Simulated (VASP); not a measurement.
# AlIn (P6/mmm) in VASP: notebook

The runs below take AlIn through single point, with PBEsol, RPBE.

Program: VASP 6.6.1. These are calculated values, not measurements. Logs are shortened: lines on timing, memory, paths and dates and some standing lists are left out, and cuts for length are marked.

### Step 1. The cell of the first run

The structure is hexagonal, space group P6/mmm (No. 191). The conventional cell has a = 3.054 Å, b = 3.054 Å, c = 5.828 Å, α = 90.00°, β = 90.00°, γ = 120.00°. Al (site symmetry 6/mmm) has 2 In at 2.91 Å and 6 Al at 3.05 Å within 3.8 Å. In (site symmetry 6/mmm) has 2 Al at 2.91 Å and 6 In at 3.05 Å within 3.8 Å.

### Step 2. Single point, PBEsol

Input file INCAR:

```
SYSTEM = AlIn
PREC = Accurate ; ENCUT = 520
EDIFF = 1E-6 ; ISMEAR = -1
SIGMA = 0.05 ; LREAL = .FALSE.
LASPH = .TRUE. ; NELM = 80
ALGO = Normal ; ISIF = 2
LWAVE = .FALSE. ; LCHARG = .FALSE.
GGA = PS ; NBANDS = 15
```

Input file KPOINTS:

```
Automatic mesh
0
G
  6 6 3
  0 0 0
```

Input file POSCAR:

```
AlIn
1.0
    3.0541300000      0.0000000000      0.0000000000
   -1.5270700000      2.6449600000      0.0000000000
    0.0000000000      0.0000000000      5.8280200000
Al In
1 1
Direct
    0.0000000000      0.0000000000      0.0000000000
    0.0000000000      0.0000000000      0.5000000000
```

Potentials or basis: VASP PAW PBE potentials, release 64 (Al, In_d).

Started as:

```sh
cat potpaw_PBE.64/Al/POTCAR potpaw_PBE.64/In_d/POTCAR > POTCAR
mpirun -np 1 vasp_std > vasp.out
```

OUTCAR:

```text
SYSTEM = AlIn
   PREC = Accurate
   ENCUT = 520
   EDIFF = 1E-6
   ISMEAR = -1
   LREAL = .FALSE.
   LASPH = .TRUE.
   NELM = 80
   ISIF = 2
   GGA = PS

 ion  position               nearest neighbor table
   1  0.000  0.000  0.000-   2 2.91   2 2.91
   2  0.000  0.000  0.500-   1 2.91   1 2.91

  LATTYP: Found a hexagonal cell.
 ALAT       =     3.0541300000
 C/A-ratio  =     1.9082422818

  Lattice vectors:

 A1 = (   3.0541300000,   0.0000000000,   0.0000000000)
 A2 = (  -1.5270700000,   2.6449600000,   0.0000000000)
 A3 = (   0.0000000000,   0.0000000000,   5.8280200000)

Analysis of symmetry for initial positions (statically):
=====================================================================
 Subroutine PRICEL returns:
 Original cell was already a primitive cell.

 Routine SETGRP: Setting up the symmetry group for a
 hexagonal supercell.

 Subroutine GETGRP returns: Found 24 space group operations
 (whereof 24 operations were pure point group operations)
 out of a pool of 24 trial point group operations.

The static configuration has the point symmetry D_6h.

Analysis of symmetry for dynamics (positions and initial velocities):
=====================================================================
 Subroutine PRICEL returns:
 Original cell was already a primitive cell.

 Routine SETGRP: Setting up the symmetry group for a
 hexagonal supercell.

 Subroutine GETGRP returns: Found 24 space group operations
 (whereof 24 operations were pure point group operations)
 out of a pool of 24 trial point group operations.

The dynamic configuration has the point symmetry D_6h.

 Subroutine INISYM returns: Found 24 space group operations
 (whereof 24 operations are pure point group operations),
 and found     1 'primitive' translations

----------------------------------------------------------------------------------------

                                     Primitive cell

  volume of cell :      47.0790

  direct lattice vectors                    reciprocal lattice vectors
     3.054130000  0.000000000  0.000000000     0.327425486  0.189039395  0.000000000
    -1.527070000  2.644960000  0.000000000     0.000000000  0.378077551  0.000000000
     0.000000000  0.000000000  5.828020000     0.000000000  0.000000000  0.171584861

  length of vectors
     3.054130000  3.054137552  5.828020000     0.378078486  0.378077551  0.171584861

  position of ions in fractional coordinates (direct lattice)
     0.000000000  0.000000000  0.000000000
     0.000000000  0.000000000  0.500000000

  ion indices of the primitive-cell ions
   primitive index   ion index
                 1           1
                 2           2

----------------------------------------------------------------------------------------

 KPOINTS: Automatic mesh

Automatic generation of k-mesh.
 Grid dimensions read from file:
 generate k-points for:    6    6    3

 Generating k-lattice:

  Cartesian coordinates                     Fractional coordinates (reciprocal lattice)
     0.054570914  0.031506566  0.000000000     0.166666667  0.000000000  0.000000000
     0.000000000  0.063012925  0.000000000     0.000000000  0.166666667  0.000000000
     0.000000000  0.000000000  0.057194954     0.000000000  0.000000000  0.333333333

  Length of vectors
     0.063013081  0.063012925  0.057194954

  Shift w.r.t. Gamma in fractional coordinates (k-lattice)
     0.000000000  0.000000000  0.000000000

 Subroutine IBZKPT returns following result:
 ===========================================

 Found     14 irreducible k-points:

 Following reciprocal coordinates:
            Coordinates               Weight
  0.000000  0.000000  0.000000      1.000000
  0.166667  0.000000  0.000000      6.000000
  0.333333 -0.000000  0.000000      6.000000
  0.500000  0.000000  0.000000      3.000000
  0.166667  0.166667  0.000000      6.000000
  0.333333  0.166667  0.000000     12.000000
  0.333333  0.333333  0.000000      2.000000
  0.000000  0.000000  0.333333      2.000000
  0.166667  0.000000  0.333333     12.000000
  0.333333 -0.000000  0.333333     12.000000
  0.500000  0.000000  0.333333      6.000000
  0.166667  0.166667  0.333333     12.000000
  0.333333  0.166667  0.333333     24.000000
  0.333333  0.333333  0.333333      4.000000
   k-points           NKPTS =     14   k-points in BZ     NKDIM =     14   number of bands    NBANDS=     15
   number of dos      NEDOS =    301   number of ions     NIONS =      2
   total plane-waves  NPLWV =  27648
   dimension x,y,z NGX =    24 NGY =   24 NGZ =   48
   dimension x,y,z NGXF=    48 NGYF=   48 NGZF=   96
   ions per type =               1   1
   NGX,Y,Z   is equivalent  to a cutoff of  13.06, 13.06, 13.69 a.u.
   NGXF,Y,Z  is equivalent  to a cutoff of  26.13, 26.13, 27.38 a.u.
 SYSTEM =  AlIn
   PREC   = accura    normal or accurate (medium, high low for compatibility)
   ISTART =      0    job   : 0-new  1-cont  2-samecut
   ICHARG =      2    charge: 1-file 2-atom 10-const
   ISPIN  =      1    spin polarized calculation?
   LNONCOLLINEAR =      F non collinear calculations
   LSORBIT =      F    spin-orbit coupling
   LASPH  =      T    aspherical Exc in radial PAW
   ENCUT  =  520.0 eV  38.22 Ry    6.18 a.u.   5.68  5.68 10.84*2*pi/ulx,y,z
   NELM   =     80;   NELMIN=  2; NELMDL= -5     # of ELM steps
   EDIFF  = 0.1E-05   stopping-criterion for ELM
   LREAL  =      F    real-space projection
[... 7 lines left out ...]
   TEBEG  =    0.0;   TEEND  =   0.0 temperature during run
   PSTRESS=    0.0 pullay stress
   NELECT =      16.0000    total number of electrons
   NUPDOWN=      -1.0000    fix difference up-down
   EMIN   =  10.00;   EMAX   =-10.00  energy-range for DOS
   EFERMI =   0.00;   METHOD = LEGACY
   ISMEAR =    -1;   SIGMA  =   0.05  broadening in eV -4-tet -1-fermi 0-gaus
   EFERMI_NEDOS =   21; number of points for ismear=-14 and -15
   IALGO  =     38    algorithm
   IMIX   =      4    mixing-type and parameters
     AMIX     =   0.40;   BMIX     =  1.00
     AMIX_MAG =   1.60;   BMIX_MAG =  1.00
  volume/ion in A,a.u.               =      23.54       158.85
  Fermi-wavevector in a.u.,A,eV,Ry     =   1.142455  2.158926 17.758357  1.305202
  Thomas-Fermi vector in A             =   2.279152
   LORBIT       =      0    0 simple, 1 ext, 2 COOP (PROOUT), +10 PAW based schemes
   GGA     = PS    functional components
   LHFCALC =     F    Hartree Fock is set to
   AEXX    =    0.0000 exact exchange contribution
   IVDW    =     0    specifies the selected vdW correction
   LEPSILON=     F    determine dielectric tensor
   LRPA    =     F    only Hartree local field effects (RPA)
 non-spin polarized calculation
  energy-cutoff  :      520.00
  volume of cell :       47.08
 maximum number of plane-waves:      1281
 NGX is ok and might be reduce to    24
   NGX = 11   NGY = 11   NGZ = 21

 number of electron      15.9999997 magnetization

 Free energy of the ion-electron system (eV)
  ---------------------------------------------------
  ext. energy  EPLUGINS =         0.00000000
  ---------------------------------------------------
  free energy    TOTEN  =        -6.55165483 eV

  energy without entropy =       -6.54416718  energy(sigma->0) =       -6.54791101

 E-fermi :   6.5772     XC(G=0):  -9.9396

 val. band max:        6.4148407625   @ k =   0.3333   0.1667   0.0000
 cond. band min:       6.5806653191   @ k =   0.5000   0.0000   0.0000
 fundamental gap:      0.1658245566
 Fermi energy:         6.5771848185

 k-point     1 :       0.0000    0.0000    0.0000
  band No.  band energies     occupation
      1      -8.3594      2.00000
      2      -8.2195      2.00000
      3      -8.2195      2.00000
      4      -7.8128      2.00000
      5      -7.8128      2.00000
      6      -3.1426      2.00000
      7       0.9137      2.00000
      8       2.5512      2.00000
      9      13.9647      0.00000
     10      15.7297      0.00000
     11      16.5837      0.00000
     12      16.5837      0.00000
     13      18.3374      0.00000
     14      18.3375      0.00000
     15      19.3490      0.00000

 k-point     2 :       0.1667    0.0000    0.0000
  band No.  band energies     occupation
      1      -8.3243      2.00000
      2      -8.1929      2.00000
      3      -8.0836      2.00000
      4      -7.9091      2.00000
      5      -7.8323      2.00000
      6      -2.5234      2.00000
      7       1.4797      2.00000
      8       3.1829      2.00000
      9      12.0088      0.00000
     10      14.6094      0.00000
     11      14.6396      0.00000
     12      15.6028      0.00000
     13      16.1244      0.00000
     14      17.3910      0.00000
     15      17.7255      0.00000

 k-point     3 :       0.3333   -0.0000    0.0000
  band No.  band energies     occupation
      1      -8.4478      2.00000
      2      -8.0900      2.00000
      3      -7.9671      2.00000
      4      -7.8710      2.00000
      5      -7.8003      2.00000
      6      -0.6167      2.00000
      7       3.2207      2.00000
      8       4.9286      2.00000
      9       6.9125      0.00244
     10      10.5298      0.00000
     11      12.6716      0.00000
     12      12.9437      0.00000
     13      14.8190      0.00000
     14      16.1952      0.00000
     15      16.3965      0.00000
[... 163 lines left out ...]
 k-point    13 :       0.3333    0.1667    0.3333
  band No.  band energies     occupation
      1      -8.3434      2.00000
      2      -8.1300      2.00000
      3      -7.9412      2.00000
      4      -7.9392      2.00000
      5      -7.7570      2.00000
      6       1.7425      2.00000
      7       3.2745      2.00000
      8       5.5488      2.00000
      9       6.7890      0.02852
     10       8.9659      0.00000
     11       9.7215      0.00000
     12      10.9608      0.00000
     13      13.3230      0.00000
     14      14.1276      0.00000
     15      16.8622      0.00000

 k-point    14 :       0.3333    0.3333    0.3333
  band No.  band energies     occupation
      1      -8.0614      2.00000
      2      -8.0614      2.00000
      3      -8.0311      2.00000
      4      -8.0311      2.00000
      5      -7.9096      2.00000
      6       4.0247      2.00000
      7       5.4116      2.00000
      8       5.4116      2.00000
      9       5.5194      2.00000
     10       6.7572      0.05317
     11       6.7572      0.05317
     12      11.5151      0.00000
     13      13.5145      0.00000
     14      13.5145      0.00000
     15      15.7913      0.00000

------------------------ aborting loop because EDIFF is reached ----------------------------------------

  FORCE on cell =-STRESS in cart. coord.  units (eV):
  Direction    XX          YY          ZZ          XY          YZ          ZX
  --------------------------------------------------------------------------------------
  -------------------------------------------------------------------------------------
  Total       -0.6570286     -0.6570315     -0.7040482      0.0000012      0.0000000     -0.0000000
  in kB      -22.3597638    -22.3598624    -23.9599158      0.0000423      0.0000000     -0.0000000
  external PRESSURE =     -22.8931807 kB  Pullay stress =       0.0000000 kB

 VOLUME and BASIS-vectors are now :
 -----------------------------------------------------------------------------
  energy-cutoff  :      520.00
  volume of cell :       47.08
      direct lattice vectors                 reciprocal lattice vectors
     3.054130000  0.000000000  0.000000000     0.327425486  0.189039395  0.000000000
    -1.527070000  2.644960000  0.000000000     0.000000000  0.378077551  0.000000000
     0.000000000  0.000000000  5.828020000     0.000000000  0.000000000  0.171584861

 POSITION                                       TOTAL-FORCE (eV/Angst)
 -----------------------------------------------------------------------------------
      0.00000      0.00000      0.00000        -0.000000      0.000000      0.000000
      0.00000      0.00000      2.91401         0.000000      0.000000      0.000000
 -----------------------------------------------------------------------------------
    total drift:                                0.000000      0.000000      0.000000

  FREE ENERGIE OF THE ION-ELECTRON SYSTEM (eV)
  ---------------------------------------------------
  free  energy   TOTEN  =        -6.5516548339 eV

  energy  without entropy=       -6.5441671809  energy(sigma->0) =       -6.54791101
```

It took 8.1 s on 1 thread of Intel Xeon Platinum 8124M at 3.00GHz (Skylake/Cascade Lake), shared host; peak memory 0.17 GiB.

What came out:

- Free energy: -6.5517 eV
- Pressure: -2.3 GPa
- Band gap on the k mesh: zero (band 8 reaches 7.17 eV, above the bottom of band 9 at 4.80 eV)

Caveat: the k points lie up to 0.40 Å⁻¹ apart; the PAW data sets were made with another functional, which shifts forces and pressure a little; spin-orbit coupling is left out, which moves the levels of the heavy elements.

### Step 3. Single point, RPBE

Input file INCAR:

```
PREC     = Accurate       # precision mode
ENCUT    = 520            # plane-wave cutoff, eV
EDIFF    = 1E-7           # SCF threshold, eV
ISMEAR   = -1             # smearing method
SIGMA    = 0.05           # smearing width, eV
LREAL    = False          # projectors in reciprocal space
LASPH    = True           # aspherical terms in the spheres
NELM     = 100            # most SCF steps
ALGO     = Normal         # electronic algorithm
ISIF     = 2              # what is computed and relaxed
LWAVE    = False          # write WAVECAR
LCHARG   = False          # write CHGCAR
GGA      = RP             # functional
NBANDS   = 15             # bands
```

Input file KPOINTS:

```
regular mesh
0
Gamma
  6 6 3
```

POSCAR is that of step 2.

Potentials or basis: VASP PAW PBE potentials, release 64 (Al, In_d).

Started as:

```sh
cat potpaw_PBE.64/Al/POTCAR potpaw_PBE.64/In_d/POTCAR > POTCAR
mpirun -np 1 vasp_std > vasp.out
```

It took 8.8 s on 1 thread of Intel Xeon Platinum 8124M at 3.00GHz (Skylake/Cascade Lake), shared host; peak memory 0.16 GiB.

Results (log left out):

- Free energy: -5.1358 eV
- Pressure: 1.2 GPa
- Band gap on the k mesh: zero (band 8 reaches 7.39 eV, above the bottom of band 9 at 5.00 eV)

Stress tensor (GPa, compression positive):
```
1.47 0.00 0.00
0.00 1.47 0.00
0.00 0.00 0.79
```

Levels at points of the mesh, in eV from the Fermi level:
```csv
k point,band 4,band 5,band 6,band 7,band 8,band 9,band 10,band 11,band 12,band 13
"(0.00, 0.00, 0.00)",-14.57,-14.57,-9.72,-5.67,-4.05,7.40,9.08,10.06,10.06,11.72
"(0.50, 0.00, 0.00)",-14.61,-14.42,-4.30,-3.68,-0.69,0.04,0.07,3.30,5.76,7.75
```

Caveat: the k points lie up to 0.40 Å⁻¹ apart; the PAW data sets were made with another functional, which shifts forces and pressure a little; spin-orbit coupling is left out, which moves the levels of the heavy elements.
